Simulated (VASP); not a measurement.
A run of VASP 6.6.1:

File INCAR:

```
SYSTEM = K4Cl
PREC = Accurate ; ENCUT = 520
EDIFF = 1E-6 ; ISMEAR = 0
SIGMA = 0.1 ; LREAL = .False.
LASPH = .True. ; NELM = 100
ALGO = Normal ; ISIF = 2
LWAVE = .False. ; LCHARG = .True.
GGA = PE ; LELF = .True.
LVHAR = .True. ; NBANDS = 30
```

The input KPOINTS:

```
Automatic mesh
0
Gamma
  6 6 6
  0 0 0
```

Contents of POSCAR:

```
K4Cl
1.0
    6.9233414204      0.0000000000      0.0000000000
    0.0000000000      6.9233414204      0.0000000000
    0.0000000000      0.0000000000      6.9233414204
K Cl
4 1
Direct
    0.2519164828      0.2519164828      0.2519164828
    0.7480835172      0.7480835172      0.2519164828
    0.7480835172      0.2519164828      0.7480835172
    0.2519164828      0.7480835172      0.7480835172
    0.0000000000      0.0000000000      0.0000000000
```

Potentials or basis: VASP PAW PBE potentials, release 64 (K_sv, Cl).

Launch:

```bash
$ cat potpaw_PBE.64/K_sv/POTCAR potpaw_PBE.64/Cl/POTCAR > POTCAR
$ mpirun -np 1 vasp_std > vasp.out
```

Hardware: 1 thread of Intel Xeon 8259CL (shared host).

Task: How long does it take, and how much memory?

Result: It took 4.9 min on 1 thread of Intel Xeon 8259CL, with other jobs on the host, peak memory 0.47 GiB. Counts: scf iterations 14, k points 20.
